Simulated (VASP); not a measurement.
Write the native input for VASP 6.6.1 that does the following.

| Property | Result |
| --- | --- |
| Task | single point |
| Functional | PBE0 |
| Potentials or basis | VASP PAW PBE potentials, release 64 (Hf_pv) |
| Cutoff | 520 eV |
| k mesh | 5 × 5 × 5 |
| Occupations | fermi-dirac, width 0.05 eV |
| Spin | no spin polarisation |
| Dipole correction | no |
| Grid for exact exchange (PRECFOCK) | Normal |
| Further INCAR settings | ALGO = Normal; EDIFF = 1e-06; NBANDS = 11 |

Hf:

```xyz
1
Lattice="0.0000 2.2200 2.2200 2.2200 0.0000 2.2200 2.2200 2.2200 0.0000" Properties=species:S:1:pos:R:3 pbc="T T T"
Hf    0.0000    0.0000    0.0000
```

The input as run:

POSCAR

```
Hf
1.0
    0.0000000000      2.2200000000      2.2200000000
    2.2200000000      0.0000000000      2.2200000000
    2.2200000000      2.2200000000      0.0000000000
Hf
1
Direct
    0.0000000000      0.0000000000      0.0000000000
```

INCAR.step1

```
SYSTEM = Hf
PREC = Accurate ; ENCUT = 520
EDIFF = 1E-5 ; ISMEAR = -1
SIGMA = 0.05 ; LREAL = .False.
LASPH = .True. ; NELM = 80
ALGO = Normal ; ISIF = 2
LWAVE = .True. ; LCHARG = .False.
GGA = PE ; NBANDS = 11
```

INCAR.step2

```
SYSTEM = Hf
PREC = Accurate ; ENCUT = 520
EDIFF = 1E-6 ; ISMEAR = -1
SIGMA = 0.05 ; LREAL = .False.
LASPH = .True. ; NELM = 80
ALGO = Normal ; ISIF = 2
LWAVE = .False. ; LCHARG = .False.
GGA = PE ; LHFCALC = .True.
AEXX = 0.25 ; PRECFOCK = Normal
ISTART = 1 ; NBANDS = 11
```

KPOINTS

```
Automatic mesh
0
Gamma
  5 5 5
  0 0 0
```

Potentials or basis: VASP PAW PBE potentials, release 64 (Hf_pv).

The run is started by

```sh
$ cat potpaw_PBE.64/Hf_pv/POTCAR > POTCAR
$ cp INCAR.step1 INCAR
$ mpirun -np 1 vasp_std > vasp.out
$ cp INCAR.step2 INCAR
$ mpirun -np 1 vasp_std > vasp.out
```

Results of the run:

```
Pressure               : 2.1 GPa
Band gap on the k mesh : zero (band 5 reaches 7.19 eV, above the bottom of band 6 at 4.06 eV)
```

Caveat: the k points lie up to 0.49 Å⁻¹ apart; the PAW data sets were made with another functional, which shifts forces and pressure a little; spin-orbit coupling is left out, which moves the levels of the heavy elements.

It took 4.4 min on 1 thread of AMD EPYC 7R13, with other jobs on the host, peak memory 0.12 GiB.
